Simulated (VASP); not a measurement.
# I (Im-3m) in VASP: notebook

The runs below take I through single point, relaxation of cell and atoms, with PBEsol.

Everything below comes from runs of VASP 6.6.1. Logs are shortened: lines on timing, memory, paths and dates and some standing lists are left out, and cuts for length are marked.

## Step 1: The cell of the first run

Symmetry: Im-3m, No. 229, cubic system. The conventional cell has a = 3.575 Å, b = 3.575 Å, c = 3.575 Å, α = 90.00°, β = 90.00°, γ = 90.00°. Within 4.1 Å of I (site symmetry m-3m) lie 14 I at 3.10 to 3.57 Å.

## Step 2: Single point, PBEsol

Contents of INCAR:

```
SYSTEM = I
  PREC = Accurate
  ENCUT = 500
  EDIFF = 1E-6
  ISMEAR = -1
  SIGMA = 0.05
  LREAL = .False.
  LASPH = .True.
  NELM = 120
  ALGO = Normal
  ISIF = 2
  LWAVE = .False.
  LCHARG = .False.
  GGA = PS
  NBANDS = 10
  GGA_COMPAT = .False.
```

Contents of KPOINTS:

```
Automatic mesh
0
Gamma
  9 9 9
  0 0 0
```

Contents of POSCAR:

```
I
1.0
   -1.7873196958      1.7873196958      1.7873196958
    1.7873196958     -1.7873196958      1.7873196958
    1.7873196958      1.7873196958     -1.7873196958
I
1
Direct
    0.0000000000      0.0000000000      0.0000000000
```

Potentials or basis: VASP PAW PBE potentials, release 64 (I).

Launch:

```
cat potpaw_PBE.64/I/POTCAR > POTCAR
mpirun -np 1 vasp_std > vasp.out
```

OUTCAR:

```text
SYSTEM = I
   PREC = Accurate
   ENCUT = 500
   EDIFF = 1E-6
   ISMEAR = -1
   LREAL = .False.
   LASPH = .True.
   NELM = 120
   ISIF = 2
   GGA = PS

 ion  position               nearest neighbor table
   1  0.000  0.000  0.000-

  LATTYP: Found a body centered cubic cell.
 ALAT       =     3.5746393916

  Lattice vectors:

 A1 = (  -1.7873196958,   1.7873196958,   1.7873196958)
 A2 = (   1.7873196958,  -1.7873196958,   1.7873196958)
 A3 = (   1.7873196958,   1.7873196958,  -1.7873196958)

Analysis of symmetry for initial positions (statically):
=====================================================================
 Subroutine PRICEL returns:
 Original cell was already a primitive cell.

 Routine SETGRP: Setting up the symmetry group for a
 body centered cubic supercell.

 Subroutine GETGRP returns: Found 48 space group operations
 (whereof 48 operations were pure point group operations)
 out of a pool of 48 trial point group operations.

The static configuration has the point symmetry O_h .

Analysis of symmetry for dynamics (positions and initial velocities):
=====================================================================
 Subroutine PRICEL returns:
 Original cell was already a primitive cell.

 Routine SETGRP: Setting up the symmetry group for a
 body centered cubic supercell.

 Subroutine GETGRP returns: Found 48 space group operations
 (whereof 48 operations were pure point group operations)
 out of a pool of 48 trial point group operations.

The dynamic configuration has the point symmetry O_h .

 Subroutine INISYM returns: Found 48 space group operations
 (whereof 48 operations are pure point group operations),
 and found     1 'primitive' translations

----------------------------------------------------------------------------------------

                                     Primitive cell

  volume of cell :      22.8385

  direct lattice vectors                    reciprocal lattice vectors
    -1.787319696  1.787319696  1.787319696     0.000000000  0.279748498  0.279748498
     1.787319696 -1.787319696  1.787319696     0.279748498  0.000000000  0.279748498
     1.787319696  1.787319696 -1.787319696     0.279748498  0.279748498  0.000000000

  length of vectors
     3.095728522  3.095728522  3.095728522     0.395624120  0.395624120  0.395624120

  position of ions in fractional coordinates (direct lattice)
     0.000000000  0.000000000  0.000000000

  ion indices of the primitive-cell ions
   primitive index   ion index
                 1           1

----------------------------------------------------------------------------------------

 KPOINTS: Automatic mesh

Automatic generation of k-mesh.
 Grid dimensions read from file:
 generate k-points for:    9    9    9

 Generating k-lattice:

  Cartesian coordinates                     Fractional coordinates (reciprocal lattice)
     0.000000000  0.031083166  0.031083166     0.111111111  0.000000000  0.000000000
     0.031083166  0.000000000  0.031083166     0.000000000  0.111111111  0.000000000
     0.031083166  0.031083166  0.000000000     0.000000000  0.000000000  0.111111111

  Length of vectors
     0.043958236  0.043958236  0.043958236

  Shift w.r.t. Gamma in fractional coordinates (k-lattice)
     0.000000000  0.000000000  0.000000000

 Subroutine IBZKPT returns following result:
 ===========================================

 Found     35 irreducible k-points:

 Following reciprocal coordinates:
            Coordinates               Weight
  0.000000  0.000000  0.000000      1.000000
  0.111111  0.000000  0.000000     12.000000
  0.222222  0.000000  0.000000     12.000000
  0.333333  0.000000  0.000000     12.000000
  0.444444  0.000000  0.000000     12.000000
  0.111111  0.111111  0.000000     24.000000
[... 16 lines left out ...]
 -0.333333  0.444444  0.111111     48.000000
 -0.444444 -0.444444  0.111111     24.000000
 [... further k-points ...]
   k-points           NKPTS =     35   k-points in BZ     NKDIM =     35   number of bands    NBANDS=     10
   number of dos      NEDOS =    301   number of ions     NIONS =      1
   total plane-waves  NPLWV =  13824
   dimension x,y,z NGX =    24 NGY =   24 NGZ =   24
   dimension x,y,z NGXF=    48 NGYF=   48 NGZF=   48
   ions per type =               1
   NGX,Y,Z   is equivalent  to a cutoff of  12.89, 12.89, 12.89 a.u.
   NGXF,Y,Z  is equivalent  to a cutoff of  25.78, 25.78, 25.78 a.u.
 SYSTEM =  I
   PREC   = accura    normal or accurate (medium, high low for compatibility)
   ISTART =      0    job   : 0-new  1-cont  2-samecut
   ICHARG =      2    charge: 1-file 2-atom 10-const
   ISPIN  =      1    spin polarized calculation?
   LNONCOLLINEAR =      F non collinear calculations
   LSORBIT =      F    spin-orbit coupling
   LASPH  =      T    aspherical Exc in radial PAW
   ENCUT  =  500.0 eV  36.75 Ry    6.06 a.u.   5.64  5.64  5.64*2*pi/ulx,y,z
   NELM   =    120;   NELMIN=  2; NELMDL= -5     # of ELM steps
   EDIFF  = 0.1E-05   stopping-criterion for ELM
   LREAL  =      F    real-space projection
   EDIFFG = 0.1E-04   stopping-criterion for IOM
   NSW    =      0    number of steps for IOM
   IBRION =     -1    ionic relax: 0-MD 1-quasi-New 2-CG
   NFREE  =      0    steps in history (QN), initial steepest desc. (CG)
   ISIF   =      2    stress and relaxation
   ISYM   =      2    0-nonsym 1-usesym 2-fastsym
   POTIM  = 0.5000    time-step for ionic-motion
   TEBEG  =    0.0;   TEEND  =   0.0 temperature during run
   PSTRESS=    0.0 pullay stress
   NELECT =       7.0000    total number of electrons
   NUPDOWN=      -1.0000    fix difference up-down
   EMIN   =  10.00;   EMAX   =-10.00  energy-range for DOS
   EFERMI =   0.00;   METHOD = LEGACY
   ISMEAR =    -1;   SIGMA  =   0.05  broadening in eV -4-tet -1-fermi 0-gaus
   EFERMI_NEDOS =   21; number of points for ismear=-14 and -15
   IALGO  =     38    algorithm
   IMIX   =      4    mixing-type and parameters
     AMIX     =   0.40;   BMIX     =  1.00
     AMIX_MAG =   1.60;   BMIX_MAG =  1.00
  volume/ion in A,a.u.               =      22.84       154.12
  Fermi-wavevector in a.u.,A,eV,Ry     =   1.103787  2.085855 16.576600  1.218346
  Thomas-Fermi vector in A             =   2.240250
   LORBIT       =      0    0 simple, 1 ext, 2 COOP (PROOUT), +10 PAW based schemes
   GGA     = PS    functional components
   LHFCALC =     F    Hartree Fock is set to
   AEXX    =    0.0000 exact exchange contribution
   IVDW    =     0    specifies the selected vdW correction
   LEPSILON=     F    determine dielectric tensor
   LRPA    =     F    only Hartree local field effects (RPA)
 non-spin polarized calculation
  energy-cutoff  :      500.00
  volume of cell :       22.84
 maximum number of plane-waves:       603
   NGX = 11   NGY = 11   NGZ = 11

 number of electron       7.0000000 magnetization

 Free energy of the ion-electron system (eV)
  ---------------------------------------------------
  ext. energy  EPLUGINS =         0.00000000
  ---------------------------------------------------
  free energy    TOTEN  =        -0.71167521 eV

  energy without entropy =       -0.70013155  energy(sigma->0) =       -0.70590338

 E-fermi :  11.2204     XC(G=0): -11.2536

 val. band max:       11.1837043983   @ k =  -0.2222   0.3333   0.1111
 cond. band min:      11.2548629074   @ k =  -0.1111   0.1111   0.1111
 fundamental gap:      0.0711585091
 Fermi energy:        11.2203624265

 k-point     1 :       0.0000    0.0000    0.0000
  band No.  band energies     occupation
      1      -6.1972      2.00000
      2      13.2913      0.00000
      3      13.2913      0.00000
      4      13.2913      0.00000
      5      20.9548      0.00000
      6      20.9548      0.00000
      7      20.9548      0.00000
      8      21.8481      0.00000
      9      23.0176      0.00000
     10      23.0176      0.00000

 k-point     2 :       0.1111    0.0000    0.0000
  band No.  band energies     occupation
      1      -5.9318      2.00000
      2      11.6281      0.00057
      3      12.6551      0.00000
      4      13.1513      0.00000
      5      19.6912      0.00000
      6      19.8063      0.00000
      7      22.0233      0.00000
      8      22.1134      0.00000
      9      22.2809      0.00000
     10      23.3168      0.00000

 k-point     3 :       0.2222    0.0000    0.0000
  band No.  band energies     occupation
      1      -5.1544      2.00000
      2       8.4677      2.00000
      3      11.4437      0.02270
      4      12.7859      0.00000
      5      17.9252      0.00000
      6      18.4609      0.00000
      7      21.9705      0.00000
      8      22.8531      0.00000
      9      24.5253      0.00000
     10      26.3723      0.00000

 k-point     4 :       0.3333    0.0000    0.0000
  band No.  band energies     occupation
      1      -3.9572      2.00000
      2       5.3635      2.00000
      3      10.4107      2.00000
      4      12.3683      0.00000
      5      16.7639      0.00000
      6      17.5314      0.00000
      7      22.7305      0.00000
      8      23.9428      0.00000
      9      27.6885      0.00000
     10      28.8305      0.00000
[... 222 lines left out ...]
 k-point    22 :      -0.4444    0.4444    0.1111
  band No.  band energies     occupation
      1      -2.5047      2.00000
      2       3.3850      2.00000
      3       9.1854      2.00000
      4      11.0412      1.94595
      5      17.1923      0.00000
      6      18.2049      0.00000
      7      21.0995      0.00000
      8      23.1371      0.00000
      9      29.3768      0.00000
     10      30.4441      0.00000

 k-point    23 :      -0.3333    0.4444    0.1111
  band No.  band energies     occupation
      1      -2.6825      2.00000
      2       4.6235      2.00000
      3       7.6969      2.00000
      4      11.1054      1.81760
      5      17.2486      0.00000
      6      18.4650      0.00000
      7      21.7129      0.00000
      8      22.9308      0.00000
      9      26.8299      0.00000
     10      30.4863      0.00000

 k-point    24 :      -0.4444   -0.4444    0.1111
  band No.  band energies     occupation
      1      -1.9538      2.00000
      2       3.5061      2.00000
      3       7.3229      2.00000
      4      11.0598      1.92254
      5      17.2590      0.00000
      6      19.0497      0.00000
      7      20.5671      0.00000
      8      22.3931      0.00000
      9      30.4515      0.00000
     10      30.7037      0.00000

 [... further k-points ...]

------------------------ aborting loop because EDIFF is reached ----------------------------------------

  FORCE on cell =-STRESS in cart. coord.  units (eV):
  Direction    XX          YY          ZZ          XY          YZ          ZX
  --------------------------------------------------------------------------------------
  -------------------------------------------------------------------------------------
  Total        4.2849816      4.2849816      4.2849816      0.0000000      0.0000000      0.0000000
  in kB      300.6026676    300.6026676    300.6026676      0.0000000      0.0000000      0.0000000
  external PRESSURE =     300.6026676 kB  Pullay stress =       0.0000000 kB

 VOLUME and BASIS-vectors are now :
 -----------------------------------------------------------------------------
  energy-cutoff  :      500.00
  volume of cell :       22.84
      direct lattice vectors                 reciprocal lattice vectors
    -1.787319696  1.787319696  1.787319696     0.000000000  0.279748498  0.279748498
     1.787319696 -1.787319696  1.787319696     0.279748498  0.000000000  0.279748498
     1.787319696  1.787319696 -1.787319696     0.279748498  0.279748498  0.000000000

 POSITION                                       TOTAL-FORCE (eV/Angst)
 -----------------------------------------------------------------------------------
      0.00000      0.00000      0.00000        -0.000000      0.000000     -0.000000
 -----------------------------------------------------------------------------------
    total drift:                                0.000000     -0.000000      0.000000

  FREE ENERGIE OF THE ION-ELECTRON SYSTEM (eV)
  ---------------------------------------------------
  free  energy   TOTEN  =        -0.7116752073 eV

  energy  without entropy=       -0.7001315458  energy(sigma->0) =       -0.70590338
```

Wall time 2.4 s (1 thread of Intel Xeon 6975P-C (Granite Rapids), shared host); peak memory 0.14 GiB.

Results:

```yaml
Free_energy: -0.7117 eV
Pressure: 30.1 GPa
Band_gap_on_the_k_mesh: zero (an odd number of electrons rules out a gap without spin polarisation)
```

Caveat: the cell stands under pressure; the PAW data sets were made with another functional, which shifts forces and pressure a little; spin-orbit coupling is left out, which moves the levels of the heavy elements; an odd number of electrons without spin polarisation forces a metal; a magnetic or distorted state may lie lower.

(Part 1 of 2 ends here.)
